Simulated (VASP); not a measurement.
# MgS (F-43m) in VASP: settings compared

The runs below take MgS through single point, with PBE, r2SCAN.

Everything below comes from runs of VASP 6.6.1. Logs are shortened: lines on timing, memory, paths and dates and some standing lists are left out, and cuts for length are marked.

## Step 1: The cell of the first run

Symmetry: F-43m, No. 216, cubic system. Conventional cell: a = 5.888 Å, b = 5.888 Å, c = 5.888 Å, α = 90.00°, β = 90.00°, γ = 90.00°. Mg (site symmetry -43m) has 4 S at 2.55 Å within 3.4 Å. S (site symmetry -43m) has 4 Mg at 2.55 Å within 3.4 Å.

## Step 2: Single point, PBE (strain +4.0%)

File INCAR:

```
SYSTEM = MgS
PREC     = Accurate       ! precision mode
ENCUT    = 520            ! plane-wave cutoff, eV
EDIFF    = 1E-6           ! SCF threshold, eV
ISMEAR   = -1             ! smearing method
SIGMA    = 0.02           ! smearing width, eV
LREAL    = .False.        ! projectors in reciprocal space
LASPH    = .True.         ! aspherical terms in the spheres
NELM     = 60             ! most SCF steps
ALGO     = Normal         ! electronic algorithm
ISIF     = 2              ! what is computed and relaxed
LWAVE    = .False.        ! write WAVECAR
LCHARG   = .False.        ! write CHGCAR
GGA      = PE             ! functional
NBANDS   = 11             ! bands
```

File KPOINTS:

```
regular mesh
0
Gamma
  8 8 8
  0 0 0
```

File POSCAR:

```
MgS
1.0
    0.0000000000      2.9441119149      2.9441119149
    2.9441119149      0.0000000000      2.9441119149
    2.9441119149      2.9441119149      0.0000000000
Mg S
1 1
Direct
    0.0000000000      0.0000000000      0.0000000000
    0.2500000000      0.2500000000      0.2500000000
```

Potentials or basis: VASP PAW PBE potentials, release 64 (Mg, S).

Started as:

```sh
$ cat potpaw_PBE.64/Mg/POTCAR potpaw_PBE.64/S/POTCAR > POTCAR
$ mpirun -np 1 vasp_std > vasp.out
```

OUTCAR:

```text
SYSTEM = MgS
   PREC = Accurate
   ENCUT = 520
   EDIFF = 1E-6
   ISMEAR = -1
   LREAL = .False.
   LASPH = .True.
   NELM = 60
   ISIF = 2
   GGA = PE

 ion  position               nearest neighbor table
   1  0.000  0.000  0.000-   2 2.55   2 2.55   2 2.55   2 2.55
   2  0.250  0.250  0.250-   1 2.55   1 2.55   1 2.55   1 2.55

  LATTYP: Found a face centered cubic cell.
 ALAT       =     5.8882238298

  Lattice vectors:

 A1 = (   0.0000000000,   2.9441119149,   2.9441119149)
 A2 = (   2.9441119149,   0.0000000000,   2.9441119149)
 A3 = (   2.9441119149,   2.9441119149,   0.0000000000)

Analysis of symmetry for initial positions (statically):
=====================================================================
 Subroutine PRICEL returns:
 Original cell was already a primitive cell.

 Routine SETGRP: Setting up the symmetry group for a
 face centered cubic supercell.

 Subroutine GETGRP returns: Found 24 space group operations
 (whereof 24 operations were pure point group operations)
 out of a pool of 48 trial point group operations.

The static configuration has the point symmetry T_d .

Analysis of symmetry for dynamics (positions and initial velocities):
=====================================================================
 Subroutine PRICEL returns:
 Original cell was already a primitive cell.

 Routine SETGRP: Setting up the symmetry group for a
 face centered cubic supercell.

 Subroutine GETGRP returns: Found 24 space group operations
 (whereof 24 operations were pure point group operations)
 out of a pool of 48 trial point group operations.

The dynamic configuration has the point symmetry T_d .

 Subroutine INISYM returns: Found 24 space group operations
 (whereof 24 operations are pure point group operations),
 and found     1 'primitive' translations

----------------------------------------------------------------------------------------

                                     Primitive cell

  volume of cell :      51.0379

  direct lattice vectors                    reciprocal lattice vectors
     0.000000000  2.944111915  2.944111915    -0.169830500  0.169830500  0.169830500
     2.944111915  0.000000000  2.944111915     0.169830500 -0.169830500  0.169830500
     2.944111915  2.944111915  0.000000000     0.169830500  0.169830500 -0.169830500

  length of vectors
     4.163602999  4.163602999  4.163602999     0.294155056  0.294155056  0.294155056

  position of ions in fractional coordinates (direct lattice)
     0.000000000  0.000000000  0.000000000
     0.250000000  0.250000000  0.250000000

  ion indices of the primitive-cell ions
   primitive index   ion index
                 1           1
                 2           2

----------------------------------------------------------------------------------------

 KPOINTS: regular mesh

Automatic generation of k-mesh.
 Grid dimensions read from file:
 generate k-points for:    8    8    8

 Generating k-lattice:

  Cartesian coordinates                     Fractional coordinates (reciprocal lattice)
    -0.021228813  0.021228813  0.021228813     0.125000000  0.000000000  0.000000000
     0.021228813 -0.021228813  0.021228813     0.000000000  0.125000000  0.000000000
     0.021228813  0.021228813 -0.021228813     0.000000000  0.000000000  0.125000000

  Length of vectors
     0.036769382  0.036769382  0.036769382

  Shift w.r.t. Gamma in fractional coordinates (k-lattice)
     0.000000000  0.000000000  0.000000000

 Subroutine IBZKPT returns following result:
 ===========================================

 Found     29 irreducible k-points:

 Following reciprocal coordinates:
            Coordinates               Weight
  0.000000  0.000000  0.000000      1.000000
  0.125000  0.000000  0.000000      8.000000
  0.250000  0.000000  0.000000      8.000000
  0.375000  0.000000  0.000000      8.000000
  0.500000  0.000000  0.000000      4.000000
  0.125000  0.125000  0.000000      6.000000
[... 16 lines left out ...]
  0.500000  0.250000  0.125000     48.000000
 -0.375000  0.250000  0.125000     24.000000
 [... further k-points ...]
   k-points           NKPTS =     29   k-points in BZ     NKDIM =     29   number of bands    NBANDS=     11
   number of dos      NEDOS =    301   number of ions     NIONS =      2
   total plane-waves  NPLWV =  32768
   dimension x,y,z NGX =    32 NGY =   32 NGZ =   32
   dimension x,y,z NGXF=    64 NGYF=   64 NGZF=   64
   ions per type =               1   1
   NGX,Y,Z   is equivalent  to a cutoff of  12.78, 12.78, 12.78 a.u.
   NGXF,Y,Z  is equivalent  to a cutoff of  25.55, 25.55, 25.55 a.u.
 SYSTEM =  MgS
   PREC   = accura    normal or accurate (medium, high low for compatibility)
   ISTART =      0    job   : 0-new  1-cont  2-samecut
   ICHARG =      2    charge: 1-file 2-atom 10-const
   ISPIN  =      1    spin polarized calculation?
   LNONCOLLINEAR =      F non collinear calculations
   LSORBIT =      F    spin-orbit coupling
   LASPH  =      T    aspherical Exc in radial PAW
   ENCUT  =  520.0 eV  38.22 Ry    6.18 a.u.   7.74  7.74  7.74*2*pi/ulx,y,z
   NELM   =     60;   NELMIN=  2; NELMDL= -5     # of ELM steps
   EDIFF  = 0.1E-05   stopping-criterion for ELM
   LREAL  =      F    real-space projection
   EDIFFG = 0.1E-04   stopping-criterion for IOM
   NSW    =      0    number of steps for IOM
   IBRION =     -1    ionic relax: 0-MD 1-quasi-New 2-CG
   NFREE  =      0    steps in history (QN), initial steepest desc. (CG)
   ISIF   =      2    stress and relaxation
   ISYM   =      2    0-nonsym 1-usesym 2-fastsym
   POTIM  = 0.5000    time-step for ionic-motion
   TEBEG  =    0.0;   TEEND  =   0.0 temperature during run
   PSTRESS=    0.0 pullay stress
   NELECT =       8.0000    total number of electrons
   NUPDOWN=      -1.0000    fix difference up-down
   EMIN   =  10.00;   EMAX   =-10.00  energy-range for DOS
   EFERMI =   0.00;   METHOD = LEGACY
   ISMEAR =    -1;   SIGMA  =   0.02  broadening in eV -4-tet -1-fermi 0-gaus
   EFERMI_NEDOS =   21; number of points for ismear=-14 and -15
   IALGO  =     38    algorithm
   IMIX   =      4    mixing-type and parameters
     AMIX     =   0.40;   BMIX     =  1.00
     AMIX_MAG =   1.60;   BMIX_MAG =  1.00
  volume/ion in A,a.u.               =      25.52       172.21
  Fermi-wavevector in a.u.,A,eV,Ry     =   0.882688  1.668038 10.600815  0.779138
  Thomas-Fermi vector in A             =   2.003353
   LORBIT       =      0    0 simple, 1 ext, 2 COOP (PROOUT), +10 PAW based schemes
   GGA     = PE    functional components
   LHFCALC =     F    Hartree Fock is set to
   AEXX    =    0.0000 exact exchange contribution
   IVDW    =     0    specifies the selected vdW correction
   LEPSILON=     F    determine dielectric tensor
   LRPA    =     F    only Hartree local field effects (RPA)
 non-spin polarized calculation
  energy-cutoff  :      520.00
  volume of cell :       51.04
 maximum number of plane-waves:      1387
   NGX = 15   NGY = 15   NGZ = 15

 number of electron       7.9999999 magnetization

 Free energy of the ion-electron system (eV)
  ---------------------------------------------------
  ext. energy  EPLUGINS =         0.00000000
  ---------------------------------------------------
  free energy    TOTEN  =        -8.39652160 eV

  energy without entropy =       -8.39652160  energy(sigma->0) =       -8.39652160

 E-fermi :   0.7936     XC(G=0):  -7.9477

 val. band max:        0.3782543772   @ k =   0.0000   0.0000   0.0000
 cond. band min:       3.2761108082   @ k =   0.0000   0.0000   0.0000
 fundamental gap:      2.8978564311
 Fermi energy:         0.7936246226

 k-point     1 :       0.0000    0.0000    0.0000
  band No.  band energies     occupation
      1     -10.5363      2.00000
      2       0.3783      2.00000
      3       0.3783      2.00000
      4       0.3783      2.00000
      5       3.2761      0.00000
      6       8.0162      0.00000
      7       8.0162      0.00000
      8       8.0162      0.00000
      9      10.9545      0.00000
     10      10.9545      0.00000
     11      13.1249      0.00000

 k-point     2 :       0.1250    0.0000    0.0000
  band No.  band energies     occupation
      1     -10.4677      2.00000
      2      -0.2432      2.00000
      3       0.3312      2.00000
      4       0.3312      2.00000
      5       3.9084      0.00000
      6       7.7932      0.00000
      7       8.1737      0.00000
      8       8.1737      0.00000
      9      10.5197      0.00000
     10      10.5197      0.00000
     11      12.9008      0.00000

 k-point     3 :       0.2500    0.0000    0.0000
  band No.  band energies     occupation
      1     -10.2922      2.00000
      2      -1.2789      2.00000
      3       0.2244      2.00000
      4       0.2244      2.00000
      5       4.7831      0.00000
      6       7.6983      0.00000
      7       8.2484      0.00000
      8       8.2484      0.00000
      9      10.5156      0.00000
     10      10.5156      0.00000
     11      12.0646      0.00000

 k-point     4 :       0.3750    0.0000    0.0000
  band No.  band energies     occupation
      1     -10.1002      2.00000
      2      -2.0775      2.00000
      3       0.1258      2.00000
      4       0.1258      2.00000
      5       5.0573      0.00000
      6       7.9744      0.00000
      7       7.9744      0.00000
      8       8.1519      0.00000
      9      11.6650      0.00000
     10      11.6650      0.00000
     11      11.9479      0.00000
[... 239 lines left out ...]
 k-point    22 :       0.3750    0.2500    0.1250
  band No.  band energies     occupation
      1     -10.1576      2.00000
      2      -1.4720      2.00000
      3      -0.3485      2.00000
      4       0.0480      2.00000
      5       5.6026      0.00000
      6       6.8687      0.00000
      7       7.8070      0.00000
      8       9.1336      0.00000
      9       9.7322      0.00000
     10      12.2397      0.00000
     11      14.1021      0.00000

 k-point    23 :       0.5000    0.2500    0.1250
  band No.  band energies     occupation
      1      -9.9997      2.00000
      2      -1.8953      2.00000
      3      -0.6565      2.00000
      4      -0.1025      2.00000
      5       6.0430      0.00000
      6       6.7543      0.00000
      7       7.8783      0.00000
      8       9.0579      0.00000
      9      10.7069      0.00000
     10      13.0518      0.00000
     11      13.7880      0.00000

 k-point    24 :      -0.3750    0.2500    0.1250
  band No.  band energies     occupation
      1      -9.9306      2.00000
      2      -2.0730      2.00000
      3      -0.7521      2.00000
      4      -0.1828      2.00000
      5       6.1599      0.00000
      6       6.5370      0.00000
      7       8.5078      0.00000
      8       8.9328      0.00000
      9      11.1328      0.00000
     10      12.5929      0.00000
     11      13.7874      0.00000

 [... further k-points ...]
[... 5 lines left out ...]
  --------------------------------------------------------------------------------------
  -------------------------------------------------------------------------------------
  Total       -1.4657036     -1.4657036     -1.4657036      0.0000000      0.0000000     -0.0000000
  in kB      -46.0112260    -46.0112260    -46.0112260      0.0000000      0.0000000     -0.0000000
  external PRESSURE =     -46.0112260 kB  Pullay stress =       0.0000000 kB

 VOLUME and BASIS-vectors are now :
 -----------------------------------------------------------------------------
  energy-cutoff  :      520.00
  volume of cell :       51.04
      direct lattice vectors                 reciprocal lattice vectors
     0.000000000  2.944111915  2.944111915    -0.169830500  0.169830500  0.169830500
     2.944111915  0.000000000  2.944111915     0.169830500 -0.169830500  0.169830500
     2.944111915  2.944111915  0.000000000     0.169830500  0.169830500 -0.169830500

 POSITION                                       TOTAL-FORCE (eV/Angst)
 -----------------------------------------------------------------------------------
      0.00000      0.00000      0.00000         0.000000      0.000000      0.000000
      1.47206      1.47206      1.47206        -0.000000     -0.000000     -0.000000
 -----------------------------------------------------------------------------------
    total drift:                               -0.000000     -0.000000     -0.000000

  FREE ENERGIE OF THE ION-ELECTRON SYSTEM (eV)
  ---------------------------------------------------
  free  energy   TOTEN  =        -8.3965215989 eV

  energy  without entropy=       -8.3965215989  energy(sigma->0) =       -8.39652160
```

Run time: 5.8 s. Hardware: 1 thread of Intel Xeon 6975P-C (Granite Rapids), shared host; peak memory 0.17 GiB.

What came out:

```
Free energy            : -8.3965 eV
Pressure               : -4.6 GPa
Band gap on the k mesh : 2.90 eV, direct
```

Levels at points of the mesh, in eV from the valence-band top:
```
           k point  band 1  band 2  band 3  band 4  band 5  band 6  band 7  band 8  band 9
(0.00, 0.00, 0.00)  -10.91    0.00    0.00    0.00    2.90    7.64    7.64    7.64   10.58
(0.50, 0.00, 0.00)  -10.39   -2.75   -0.29   -0.29    4.68    7.45    7.45    8.03   12.04
(0.50, 0.50, 0.00)  -10.23   -2.50   -0.90   -0.90    3.96    5.45   10.11   11.35   11.35
```

Caveat: the cell differs from its parent crystal (strain +4.0%).

## Step 3: Single point, r2SCAN (strain -4.0%)

File POSCAR:

```
MgS
1.0
    0.0000000000      2.7176417676      2.7176417676
    2.7176417676      0.0000000000      2.7176417676
    2.7176417676      2.7176417676      0.0000000000
Mg S
1 1
Direct
    0.0000000000      0.0000000000      0.0000000000
    0.2500000000      0.2500000000      0.2500000000
```

File INCAR.step1:

```
PREC = Accurate ; ENCUT = 520
ISMEAR = 0 ; SIGMA = 0.01
LREAL = F ; LASPH = T
NELM = 80 ; NBANDS = 11
GGA = PE ; ALGO = Normal
EDIFF = 1E-4 ; LWAVE = T
LCHARG = F
```

File INCAR.step2:

```
PREC = Accurate ; ENCUT = 520
EDIFF = 1E-6 ; ISMEAR = 0
SIGMA = 0.01 ; LREAL = F
LASPH = T ; NELM = 80
ALGO = Normal ; ISIF = 2
LWAVE = F ; LCHARG = T
METAGGA = R2SCAN ; LMIXTAU = T
LELF = T ; LVHAR = T
NBANDS = 11 ; ISTART = 1
```

File KPOINTS:

```
Automatic mesh
0
Gamma
  8 8 8
```

Potentials or basis: VASP PAW PBE potentials, release 64 (Mg, S).

Started as:

```sh
$ cat potpaw_PBE.64/Mg/POTCAR potpaw_PBE.64/S/POTCAR > POTCAR
$ cp INCAR.step1 INCAR
$ mpirun -np 1 vasp_std > vasp.out
$ cp INCAR.step2 INCAR
$ mpirun -np 1 vasp_std > vasp.out
```

Wall time 32 s (1 thread of Intel Xeon 6975P-C (Granite Rapids), shared host); peak memory 0.17 GiB.

Results (log left out):

| Property | Result |
| --- | --- |
| Free energy | -15.3204 eV |
| Pressure | 9.1 GPa |
| Band gap on the k mesh | 4.21 eV, indirect (least direct gap 4.82 eV) |

Levels at points of the mesh, in eV from the valence-band top:
| k point | band 2 | band 3 | band 4 | band 5 | band 6 | band 7 |
| --- | --- | --- | --- | --- | --- | --- |
| (0.00, 0.00, 0.00) | 0.00 | 0.00 | 0.00 | 4.82 | 8.91 | 8.91 |
| (0.50, 0.00, 0.00) | -3.60 | -0.37 | -0.37 | 6.25 | 8.37 | 8.37 |
| (0.50, 0.50, 0.00) | -3.20 | -1.20 | -1.20 | 4.21 | 6.40 | 13.48 |

Caveat: the cell differs from its parent crystal (strain -4.0%); the PAW data sets were made with another functional, which shifts forces and pressure a little.
